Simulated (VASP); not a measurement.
Cu:

```xyz
2
Lattice="1.2185 -3.9764 0.0000 1.2185 3.9764 0.0000 0.0000 0.0000 2.4755" Properties=species:S:1:pos:R:3 pbc="T T T"
Cu    1.2185    2.9118    0.6189
Cu    1.2185   -2.9118    1.8566
```

- Program: VASP 6.6.1
- Task: relaxation of cell and atoms
- Functional: BLYP
- Dispersion: D3(BJ)
- Potentials or basis: VASP PAW PBE potentials, release 64 (Cu)
- Cutoff: 600 eV
- k mesh: 12 × 12 × 11
- Occupations: methfessel-paxton, width 0.1 eV
- Spin: no spin polarisation

At the start: pressure -2.9 GPa; volume 11.99 Å³/atom.

Problem. How do energy, volume and symmetry change on relaxing?

Solution. Over 4 steps the energy falls by 2.7 meV/atom and the volume is 11.75 Å³/atom (-2.0 %); space group Cmcm (No. 63, to 0.1 Å) before and after.

Step by step:
```csv
step,energy change (eV),largest force (eV/Å),pressure (GPa),volume (Å³)
1,0.0000,0.1061,-2.88,23.99
2,-0.0039,0.0379,1.71,23.25
3,-0.0052,0.0630,0.15,23.49
4,-0.0055,0.0063,-0.01,23.50
```

Final structure:
```
Cu
1.0
     1.21065   -3.93807    0.00000
     1.21065    3.93807    0.00000
     0.00000    0.00000    2.46454
Cu
2
Direct
  0.13306 0.86694 0.25000
  0.86694 0.13306 0.75000
```

Caveat: the dispersion term is far too large for a dense solid, which distorts pressure and volume; the PAW data sets were made with another functional, which shifts forces and pressure a little.
